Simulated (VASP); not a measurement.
# Ru (P6_3/mmc) in VASP: a series of runs

Ru is run at these levels: PBEsol; tasks: single point.

All numbers are computed with VASP 6.6.1; they aren't measurements. Logs are shortened: lines on timing, memory, paths and dates and some standing lists are left out, and cuts for length are marked.

**1. The cell of the first run**

The structure is hexagonal, space group P6_3/mmc (No. 194). Conventional cell: a = 2.501 Å, b = 2.501 Å, c = 4.150 Å, α = 90.00°, β = 90.00°, γ = 120.00°. Ru (site symmetry -6m2) has 12 Ru at 2.50 to 2.53 Å within 3.3 Å.

**2. Single point, PBEsol**

Contents of INCAR:

```
  PREC = Accurate
  ENCUT = 520
  EDIFF = 1E-6
  ISMEAR = 0
  SIGMA = 0.15
  LREAL = F
  LASPH = T
  NELM = 100
  ALGO = Normal
  ISIF = 2
  LWAVE = F
  LCHARG = T
  GGA = PS
  LELF = T
  LVHAR = T
  NBANDS = 21
```

Contents of KPOINTS:

```
regular mesh
0
Gamma
  18 18 10
```

Contents of POSCAR:

```
Ru
1.0
    2.5014000000      0.0000000000      0.0000000000
   -1.2507000000      2.1662759450      0.0000000000
    0.0000000000      0.0000000000      4.1503000000
Ru
2
Direct
    0.3333333333      0.6666666667      0.2500000000
    0.6666666667      0.3333333333      0.7500000000
```

Potentials or basis: VASP PAW PBE potentials, release 64 (Ru_pv).

The run is started by

```sh
cat potpaw_PBE.64/Ru_pv/POTCAR > POTCAR
mpirun -np 1 vasp_std > vasp.out
```

OUTCAR:

```text
PREC = Accurate
   ENCUT = 520
   EDIFF = 1E-6
   ISMEAR = 0
   LREAL = F
   LASPH = T
   NELM = 100
   ISIF = 2
   GGA = PS

 ion  position               nearest neighbor table
   1  0.333  0.667  0.250-   2 2.53   2 2.53   2 2.53   2 2.53   2 2.53   2 2.53
   2  0.667  0.333  0.750-   1 2.53   1 2.53   1 2.53   1 2.53   1 2.53   1 2.53

  LATTYP: Found a hexagonal cell.
 ALAT       =     2.5014000000
 C/A-ratio  =     1.6591908531

  Lattice vectors:

 A1 = (   2.5014000000,   0.0000000000,   0.0000000000)
 A2 = (  -1.2507000000,   2.1662759450,   0.0000000000)
 A3 = (   0.0000000000,   0.0000000000,   4.1503000000)

Analysis of symmetry for initial positions (statically):
=====================================================================
 Subroutine PRICEL returns:
 Original cell was already a primitive cell.

 Routine SETGRP: Setting up the symmetry group for a
 hexagonal supercell.

 Subroutine GETGRP returns: Found 24 space group operations
 (whereof 12 operations were pure point group operations)
 out of a pool of 24 trial point group operations.

The static configuration has the point symmetry D_3d.
 The point group associated with its full space group is D_6h.

Analysis of symmetry for dynamics (positions and initial velocities):
=====================================================================
 Subroutine PRICEL returns:
 Original cell was already a primitive cell.

 Routine SETGRP: Setting up the symmetry group for a
 hexagonal supercell.

 Subroutine GETGRP returns: Found 24 space group operations
 (whereof 12 operations were pure point group operations)
 out of a pool of 24 trial point group operations.

The dynamic configuration has the point symmetry D_3d.
 The point group associated with its full space group is D_6h.

 Subroutine INISYM returns: Found 24 space group operations
 (whereof 12 operations are pure point group operations),
 and found     1 'primitive' translations

----------------------------------------------------------------------------------------

                                     Primitive cell

  volume of cell :      22.4893

  direct lattice vectors                    reciprocal lattice vectors
     2.501400000  0.000000000  0.000000000     0.399776125  0.230810854  0.000000000
    -1.250700000  2.166275945  0.000000000     0.000000000  0.461621707  0.000000000
     0.000000000  0.000000000  4.150300000     0.000000000  0.000000000  0.240946438

  length of vectors
     2.501400000  2.501400000  4.150300000     0.461621707  0.461621707  0.240946438

  position of ions in fractional coordinates (direct lattice)
     0.333333333  0.666666667  0.250000000
     0.666666667  0.333333333  0.750000000

  ion indices of the primitive-cell ions
   primitive index   ion index
                 1           1
                 2           2

----------------------------------------------------------------------------------------

 KPOINTS: regular mesh

Automatic generation of k-mesh.
 Grid dimensions read from file:
 generate k-points for:   18   18   10

 Generating k-lattice:

  Cartesian coordinates                     Fractional coordinates (reciprocal lattice)
     0.022209785  0.012822825  0.000000000     0.055555556 -0.000000000  0.000000000
     0.000000000  0.025645650  0.000000000     0.000000000  0.055555556  0.000000000
     0.000000000  0.000000000  0.024094644     0.000000000  0.000000000  0.100000000

  Length of vectors
     0.025645650  0.025645650  0.024094644

  Shift w.r.t. Gamma in fractional coordinates (k-lattice)
     0.000000000  0.000000000  0.000000000

 Subroutine IBZKPT returns following result:
 ===========================================

 Found    222 irreducible k-points:

 Following reciprocal coordinates:
            Coordinates               Weight
  0.000000  0.000000  0.000000      1.000000
  0.055556 -0.000000  0.000000      6.000000
  0.111111 -0.000000  0.000000      6.000000
  0.166667  0.000000  0.000000      6.000000
  0.222222  0.000000  0.000000      6.000000
  0.277778 -0.000000  0.000000      6.000000
[... 16 lines left out ...]
  0.333333  0.111111  0.000000     12.000000
  0.388889  0.111111  0.000000     12.000000
 [... further k-points ...]
   k-points           NKPTS =    222   k-points in BZ     NKDIM =    222   number of bands    NBANDS=     21
   number of dos      NEDOS =    301   number of ions     NIONS =      2
   total plane-waves  NPLWV =  12800
   dimension x,y,z NGX =    20 NGY =   20 NGZ =   32
   dimension x,y,z NGXF=    40 NGYF=   40 NGZF=   64
   ions per type =               2
   NGX,Y,Z   is equivalent  to a cutoff of  13.29, 13.29, 12.82 a.u.
   NGXF,Y,Z  is equivalent  to a cutoff of  26.58, 26.58, 25.64 a.u.
 SYSTEM =  unknown system
   PREC   = accura    normal or accurate (medium, high low for compatibility)
   ISTART =      0    job   : 0-new  1-cont  2-samecut
   ICHARG =      2    charge: 1-file 2-atom 10-const
   ISPIN  =      1    spin polarized calculation?
   LNONCOLLINEAR =      F non collinear calculations
   LSORBIT =      F    spin-orbit coupling
   LASPH  =      T    aspherical Exc in radial PAW
   ENCUT  =  520.0 eV  38.22 Ry    6.18 a.u.   4.65  4.65  7.72*2*pi/ulx,y,z
   NELM   =    100;   NELMIN=  2; NELMDL= -5     # of ELM steps
   EDIFF  = 0.1E-05   stopping-criterion for ELM
   LREAL  =      F    real-space projection
   EDIFFG = 0.1E-04   stopping-criterion for IOM
   NSW    =      0    number of steps for IOM
   IBRION =     -1    ionic relax: 0-MD 1-quasi-New 2-CG
   NFREE  =      0    steps in history (QN), initial steepest desc. (CG)
   ISIF   =      2    stress and relaxation
   ISYM   =      2    0-nonsym 1-usesym 2-fastsym
   POTIM  = 0.5000    time-step for ionic-motion
   TEBEG  =    0.0;   TEEND  =   0.0 temperature during run
   PSTRESS=    0.0 pullay stress
   NELECT =      28.0000    total number of electrons
   NUPDOWN=      -1.0000    fix difference up-down
   EMIN   =  10.00;   EMAX   =-10.00  energy-range for DOS
   EFERMI =   0.00;   METHOD = LEGACY
   ISMEAR =     0;   SIGMA  =   0.15  broadening in eV -4-tet -1-fermi 0-gaus
   EFERMI_NEDOS =   21; number of points for ismear=-14 and -15
   IALGO  =     38    algorithm
   IMIX   =      4    mixing-type and parameters
     AMIX     =   0.40;   BMIX     =  1.00
     AMIX_MAG =   1.60;   BMIX_MAG =  1.00
  volume/ion in A,a.u.               =      11.24        75.88
  Fermi-wavevector in a.u.,A,eV,Ry     =   1.761173  3.328135 42.201607  3.101731
  Thomas-Fermi vector in A             =   2.829795
   LORBIT       =      0    0 simple, 1 ext, 2 COOP (PROOUT), +10 PAW based schemes
   GGA     = PS    functional components
   LHFCALC =     F    Hartree Fock is set to
   AEXX    =    0.0000 exact exchange contribution
   IVDW    =     0    specifies the selected vdW correction
   LEPSILON=     F    determine dielectric tensor
   LRPA    =     F    only Hartree local field effects (RPA)
 non-spin polarized calculation
 Gauss-broadening in eV      SIGMA  =   0.15
  energy-cutoff  :      520.00
  volume of cell :       22.49
 maximum number of plane-waves:       622
 NGX is ok and might be reduce to    20
   NGX =  9   NGY =  9   NGZ = 15

 number of electron      27.9999997 magnetization

 Free energy of the ion-electron system (eV)
  ---------------------------------------------------
  ext. energy  EPLUGINS =         0.00000000
  ---------------------------------------------------
  free energy    TOTEN  =       -19.30323527 eV

  energy without entropy =      -19.29039394  energy(sigma->0) =      -19.29681460

 E-fermi :  16.4751     XC(G=0): -15.4785

 val. band max:       16.4676324926   @ k =   0.3333   0.0000   0.3000
 cond. band min:      16.4797406618   @ k =   0.3333   0.1111   0.3000
 fundamental gap:      0.0121081692
 Fermi energy:        16.4750978951

 k-point     1 :       0.0000    0.0000    0.0000
  band No.  band energies     occupation
      1     -27.9490      2.00000
      2     -26.2273      2.00000
      3     -26.2273      2.00000
      4     -26.0408      2.00000
      5     -25.9921      2.00000
      6     -25.9921      2.00000
[... 13 lines left out ...]
     20      26.5895      0.00000
     21      28.6247      0.00000

 k-point     2 :       0.0556   -0.0000    0.0000
  band No.  band energies     occupation
      1     -27.9298      2.00000
      2     -26.2776      2.00000
      3     -26.2426      2.00000
      4     -26.0470      2.00000
      5     -26.0437      2.00000
      6     -25.9996      2.00000
[... 13 lines left out ...]
     20      26.5894      0.00000
     21      28.6070      0.00000

 k-point     3 :       0.1111   -0.0000    0.0000
  band No.  band energies     occupation
      1     -27.8734      2.00000
      2     -26.4219      2.00000
      3     -26.2858      2.00000
      4     -26.1900      2.00000
      5     -26.0659      2.00000
      6     -26.0217      2.00000
[... 13 lines left out ...]
     20      26.5894      0.00000
     21      28.5327      0.00000

 k-point     4 :       0.1667    0.0000    0.0000
  band No.  band energies     occupation
      1     -27.7832      2.00000
      2     -26.6414      2.00000
      3     -26.4083      2.00000
      4     -26.3500      2.00000
      5     -26.0982      2.00000
      6     -26.0569      2.00000
[... 13 lines left out ...]
     20      26.5893      0.00000
     21      28.3736      0.00000

 k-point     5 :       0.2222    0.0000    0.0000
  band No.  band energies     occupation
      1     -27.6652      2.00000
      2     -26.9080      2.00000
      3     -26.6674      2.00000
      4     -26.4262      2.00000
      5     -26.1450      2.00000
      6     -26.1016      2.00000
[... 13 lines left out ...]
     20      26.5891      0.00000
     21      28.1436      0.00000
[... 382 lines left out ...]
     20      26.5888      0.00000
     21      27.9840      0.00000

 k-point    22 :       0.2778    0.1111    0.0000
  band No.  band energies     occupation
      1     -27.4220      2.00000
      2     -27.3380      2.00000
      3     -27.2085      2.00000
      4     -26.6399      2.00000
      5     -26.3069      2.00000
      6     -26.3042      2.00000
[... 13 lines left out ...]
     20      27.9303      0.00000
     21      28.0474      0.00000

 k-point    23 :       0.3333    0.1111    0.0000
  band No.  band energies     occupation
      1     -27.6143      2.00000
      2     -27.3546      2.00000
      3     -27.1982      2.00000
      4     -26.7243      2.00000
      5     -26.3884      2.00000
      6     -26.3553      2.00000
[... 13 lines left out ...]
     20      27.4409      0.00000
     21      29.2856      0.00000

 k-point    24 :       0.3889    0.1111    0.0000
  band No.  band energies     occupation
      1     -27.7385      2.00000
      2     -27.4495      2.00000
      3     -27.0852      2.00000
      4     -26.7785      2.00000
      5     -26.4648      2.00000
      6     -26.3868      2.00000
[... 13 lines left out ...]
     20      26.5904      0.00000
     21      29.5309      0.00000

 [... further k-points ...]
[... 5 lines left out ...]
  --------------------------------------------------------------------------------------
  -------------------------------------------------------------------------------------
  Total       14.1743140     14.1743140      8.9524671      0.0000000      0.0000000      0.0000000
  in kB     1009.8019796   1009.8019796    637.7888192      0.0000000      0.0000000      0.0000000
  external PRESSURE =     885.7975928 kB  Pullay stress =       0.0000000 kB

 VOLUME and BASIS-vectors are now :
 -----------------------------------------------------------------------------
  energy-cutoff  :      520.00
  volume of cell :       22.49
      direct lattice vectors                 reciprocal lattice vectors
     2.501400000  0.000000000  0.000000000     0.399776125  0.230810854  0.000000000
    -1.250700000  2.166275945  0.000000000     0.000000000  0.461621707  0.000000000
     0.000000000  0.000000000  4.150300000     0.000000000  0.000000000  0.240946438

 POSITION                                       TOTAL-FORCE (eV/Angst)
 -----------------------------------------------------------------------------------
     -0.00000      1.44418      1.03757         0.000000     -0.000000      0.000000
      1.25070      0.72209      3.11272        -0.000000      0.000000      0.000000
 -----------------------------------------------------------------------------------
    total drift:                               -0.000000      0.000000     -0.000000

  FREE ENERGIE OF THE ION-ELECTRON SYSTEM (eV)
  ---------------------------------------------------
  free  energy   TOTEN  =       -19.3032352692 eV

  energy  without entropy=      -19.2903939394  energy(sigma->0) =      -19.29681460
```

It took 41 s on 1 thread of AMD EPYC 9R14 (Zen 4), shared host; peak memory 0.16 GiB.

What came out:

| Item | Value |
| --- | --- |
| Free energy | -19.3032 eV |
| Pressure | 88.6 GPa |
| Band gap on the k mesh | zero (band 14 reaches 18.83 eV, above the bottom of band 15 at 14.64 eV) |

Stress tensor (GPa, compression positive):
```
100.98   0.00   0.00
  0.00 100.98   0.00
  0.00   0.00  63.78
```

Caveat: the PAW data sets were made with another functional, which shifts forces and pressure a little.

**3. Single point, PBEsol**

This run uses another cell than the first one, of 11.35 Å³/atom, 1.009 times its volume.

Contents of INCAR:

```
SYSTEM = Ru
PREC = Accurate
ENCUT = 520
EDIFF = 1E-6
ISMEAR = 0
SIGMA = 0.15
LREAL = .FALSE.
LASPH = .TRUE.
NELM = 60
ALGO = Fast
ISIF = 2
LWAVE = .FALSE.
LCHARG = .FALSE.
GGA = PS
NBANDS = 21
```

Contents of KPOINTS:

```
Automatic mesh
0
G
  18 18 10
  0 0 0
```

Contents of POSCAR:

```
Ru
1.0
    2.5767000000      0.0000000000      0.0000000000
   -1.2883500000      2.2314876579      0.0000000000
    0.0000000000      0.0000000000      3.9462000000
Ru
2
Direct
    0.3333333333      0.6666666667      0.2500000000
    0.6666666667      0.3333333333      0.7500000000
```

Potentials or basis: VASP PAW PBE potentials, release 64 (Ru_pv).

The run is started by

```sh
cat potpaw_PBE.64/Ru_pv/POTCAR > POTCAR
mpirun -np 1 vasp_std > vasp.out
```

Run time: 53 s. Hardware: 1 thread of AMD EPYC 9R14 (Zen 4), shared host; peak memory 0.16 GiB.

Results (log left out):

- Free energy: -19.4272 eV
- Pressure: 83.5 GPa
- Band gap on the k mesh: zero (band 14 reaches 18.18 eV, above the bottom of band 15 at 14.03 eV)

Stress tensor (GPa, compression positive):
```
 73.31   0.00   0.00
  0.00  73.31   0.00
  0.00   0.00 103.90
```

Levels at points of the mesh, in eV from the Fermi level:
| k point | band 11 | band 12 | band 13 | band 14 | band 15 | band 16 | band 17 | band 18 |
| --- | --- | --- | --- | --- | --- | --- | --- | --- |
| (0.00, 0.00, 0.00) | -2.79 | -2.47 | -2.47 | -2.15 | -2.15 | 1.51 | 1.51 | 2.03 |
| (0.50, 0.00, 0.00) | -2.33 | -2.21 | -1.70 | 1.67 | 2.34 | 2.79 | 5.11 | 7.47 |
| (0.00, 0.00, 0.50) | -3.80 | -3.80 | -3.07 | -3.07 | 0.79 | 0.79 | 0.79 | 0.79 |
| (0.50, 0.00, 0.50) | -1.56 | -1.56 | 0.59 | 0.59 | 2.08 | 2.08 | 4.16 | 4.16 |

Caveat: the PAW data sets were made with another functional, which shifts forces and pressure a little.

**4. Single point, PBEsol**

This run uses another cell than the first one, of 11.30 Å³/atom, 1.005 times its volume.

Contents of INCAR:

```
  PREC = Accurate
  ENCUT = 520
  EDIFF = 1E-6
  ISMEAR = 0
  SIGMA = 0.15
  LREAL = False
  LASPH = True
  NELM = 100
  ALGO = Normal
  ISIF = 2
  LWAVE = False
  LCHARG = True
  GGA = PS
  LELF = True
  LVHAR = True
  NBANDS = 21
```

Contents of KPOINTS:

```
Automatic mesh
0
Gamma
  18 18 10
```

Contents of POSCAR:

```
Ru
1.0
    2.5391000000      0.0000000000      0.0000000000
   -1.2695500000      2.1989251028      0.0000000000
    0.0000000000      0.0000000000      4.0483000000
Ru
2
Direct
    0.3333333333      0.6666666667      0.2500000000
    0.6666666667      0.3333333333      0.7500000000
```

The run is started by

```sh
cat potpaw_PBE.64/Ru_pv/POTCAR > POTCAR
mpirun -np 1 vasp_std > vasp.out
```

Run time: 44 s. Hardware: 1 thread of AMD EPYC 9R14 (Zen 4), shared host; peak memory 0.17 GiB.

It converged, with:

```
Free energy            : -19.4362 eV
Pressure               : 84.6 GPa
Band gap on the k mesh : zero (band 14 reaches 18.38 eV, above the bottom of band 15 at 14.20 eV)
```

Stress tensor (GPa, compression positive):
```
85.25  0.00  0.00
 0.00 85.25  0.00
 0.00  0.00 83.16
```

Levels at points of the mesh, in eV from the Fermi level:
```tsv
k point	band 11	band 12	band 13	band 14	band 15	band 16	band 17	band 18
(0.00, 0.00, 0.00)	-3.29	-2.54	-2.54	-1.75	-1.75	1.49	1.56	1.56
(0.50, 0.00, 0.00)	-2.68	-2.05	-1.96	2.03	2.57	2.59	5.27	7.66
(0.00, 0.00, 0.50)	-3.62	-3.62	-3.36	-3.36	0.76	0.76	0.76	0.76
(0.50, 0.00, 0.50)	-1.37	-1.37	0.62	0.62	2.35	2.35	4.26	4.26
```

Caveat: the PAW data sets were made with another functional, which shifts forces and pressure a little.

(Continued in part 2 of 2.)
